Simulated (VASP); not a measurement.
Here is a VASP 6.6.1 calculation.

File INCAR:

```
PREC = Accurate
ENCUT = 520
EDIFF = 1E-7
ISMEAR = -1
SIGMA = 0.05
LREAL = False
LASPH = True
NELM = 150
ALGO = Normal
ISIF = 2
LWAVE = False
LCHARG = False
ISPIN = 2
MAGMOM = 1
LORBIT = 11
LMAXMIX = 4
GGA = PE
NBANDS = 15
```

KPOINTS

```
Automatic mesh
0
Gamma
  21 21 21
```

POSCAR

```
Ni
1.0
    0.0000000000      1.7593077394      1.7593077394
    1.7593077394      0.0000000000      1.7593077394
    1.7593077394      1.7593077394      0.0000000000
Ni
1
Direct
    0.0000000000      0.0000000000      0.0000000000
```

Potentials or basis: VASP PAW PBE potentials, release 64 (Ni).

The run is started by

```bash
$ cat potpaw_PBE.64/Ni/POTCAR > POTCAR
$ mpirun -np 1 vasp_std > vasp.out
```

Q: Estimate the site moments.

A: Ni +0.62 μB.

Q: Predict the pressure.

A: -0.1 GPa.

Q: Predict the net moment.

A: 0.61 μB per cell.
